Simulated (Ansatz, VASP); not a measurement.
## Two plane-wave programs on Si

INCAR

```
ALGO = Normal
EDIFF = 1E-6
ENCUT = 520
GGA = CA
ISIF = 2
ISMEAR = 0
LASPH = T
LCHARG = T
LELF = T
LREAL = F
LVHAR = T
LWAVE = F
NBANDS = 36
NELM = 60
PREC = Accurate
SIGMA = 0.03
```

Contents of KPOINTS:

```
k-points
0
Gamma
  9 7 3
```

The input POSCAR:

```
Si
1.0
    0.0000000000      0.0000000000     -3.8165079742
   -3.3010168595     -3.3010168595     -1.9082539871
  -12.0088549736     10.9085160204      1.5902116559
Si
12
Direct
    0.8269310402      0.6028805911      0.2365712058
    0.1150109304      0.5068539610      0.8127309861
    0.4709709853      0.5548672761      0.5246510960
    0.4692401656      0.3182623403      0.2365712058
    0.7573200558      0.2222357102      0.8127309861
    0.1132801107      0.2702490253      0.5246510960
    0.0555674318     -0.0085891439      0.0515348635
    0.3436473219     -0.1046157740      0.6276946438
    0.6996073768     -0.0566024589      0.3396147537
    0.2406037741     -0.0702679247      0.4216075481
    0.5965638290     -0.0222546097      0.1335276579
    0.8846437191     -0.1182812397      0.7096874383
```

Input for Ansatz:

```yaml
crystal:
  lattice:
    - [0.0, 0.0, -3.8165079742]
    - [-3.3010168595, -3.3010168595, -1.9082539871]
    - [-12.0088549736, 10.9085160204, 1.5902116559]
  atoms:
    - { symbol: Si, position: [0.8269310402, 0.6028805911, 0.2365712058] }
    - { symbol: Si, position: [0.1150109304, 0.506853961, 0.8127309861] }
    - { symbol: Si, position: [0.4709709853, 0.5548672761, 0.524651096] }
    - { symbol: Si, position: [0.4692401656, 0.3182623403, 0.2365712058] }
    - { symbol: Si, position: [0.7573200558, 0.2222357102, 0.8127309861] }
    - { symbol: Si, position: [0.1132801107, 0.2702490253, 0.524651096] }
    - { symbol: Si, position: [0.0555674318, -0.0085891439, 0.0515348635] }
    - { symbol: Si, position: [0.3436473219, -0.104615774, 0.6276946438] }
    - { symbol: Si, position: [0.6996073768, -0.0566024589, 0.3396147537] }
    - { symbol: Si, position: [0.2406037741, -0.0702679247, 0.4216075481] }
    - { symbol: Si, position: [0.596563829, -0.0222546097, 0.1335276579] }
    - { symbol: Si, position: [0.8846437191, -0.1182812397, 0.7096874383] }
basis:
  ecutwfc: 420
kpoints:
  mp_grid: { grid: [9, 7, 3] }
hamiltonian:
  xc: lda
  pseudopotentials: { kind: paw, azcp: { folder: soft_1 } }
scf:
  occupations: { method: gaussian, width: 0.03 }
output:
  forces: true
  stress: true
  eigenvalues: true
```

Alike in both runs: task single point; functional LDA; k mesh 9 × 7 × 3; occupations gaussian, width 0.03 eV; no spin polarisation.

|  | VASP | Ansatz |
| --- | --- | --- |
| version | VASP 6.6.1 | Ansatz 0.2.0 |
| potentials or method | VASP PAW LDA potentials, release 64 (Si), cutoff 520 eV | scalar-relativistic, plane waves, PAW |
| valence electrons in the cell | 48 | 48 |

```csv
,VASP,Ansatz,Ansatz less VASP
gap on the k mesh at the Fermi level (eV),none,none,-
pressure (GPa),-1.3,-1.3,-0.04
"traceless stress, the component that is largest in VASP (GPa)",0.39,0.38,-0.009
rms of the force components (eV/Å),0.169,0.169,-0.0004
```

Ansatz warns that its potentials were made for another functional, while VASP's fit it. LDA's correlation is that of Perdew and Zunger in VASP and of Perdew and Wang (1992) in Ansatz. Atom by atom the forces differ by 0.002 eV/Å (rms over components). A gap of «none» marks a metal or a gap that the smearing closes.
